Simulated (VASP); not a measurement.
## Ru: single point with PBEsol

Ru:

```
Ru
1.0
     2.80270    0.00000    0.00000
    -1.40135    2.42721    0.00000
     0.00000    0.00000    4.15030
Ru
2
Direct
  0.33333 0.66667 0.25000
  0.66667 0.33333 0.75000
```

```
Program             : VASP 6.6.1
Task                : single point
Functional          : PBEsol
Potentials or basis : VASP PAW PBE potentials, release 64 (Ru_pv)
Cutoff              : 520 eV
k mesh              : 18 × 18 × 10
Occupations         : gaussian, width 0.15 eV
Spin                : no spin polarisation
```

| Quantity | Value |
| --- | --- |
| Pressure | -15.5 GPa |
| Band gap on the k mesh | zero (band 14 reaches 13.27 eV, above the bottom of band 15 at 10.31 eV) |

Stress tensor (GPa, compression positive):
```
-23.31   0.00   0.00
  0.00 -23.31   0.00
  0.00   0.00   0.17
```

Levels at points of the mesh, in eV from the Fermi level:
| k point | band 12 | band 13 | band 14 | band 15 | band 16 | band 17 |
| --- | --- | --- | --- | --- | --- | --- |
| (0.00, 0.00, 0.00) | -1.81 | -1.76 | -1.76 | -1.72 | 1.10 | 1.10 |
| (0.50, 0.00, 0.00) | -1.64 | -1.12 | 0.93 | 1.48 | 2.05 | 3.64 |
| (0.00, 0.00, 0.50) | -2.89 | -2.29 | -2.29 | 0.58 | 0.58 | 0.58 |
| (0.50, 0.00, 0.50) | -1.26 | 0.33 | 0.33 | 1.29 | 1.29 | 3.12 |

It took 80 s on 1 thread of Intel(R) Xeon(R) Platinum 8488C (Sapphire Rapids), on a shared host, peak memory 0.22 GiB.

Caveat: the PAW data sets were made with another functional, which shifts forces and pressure a little.
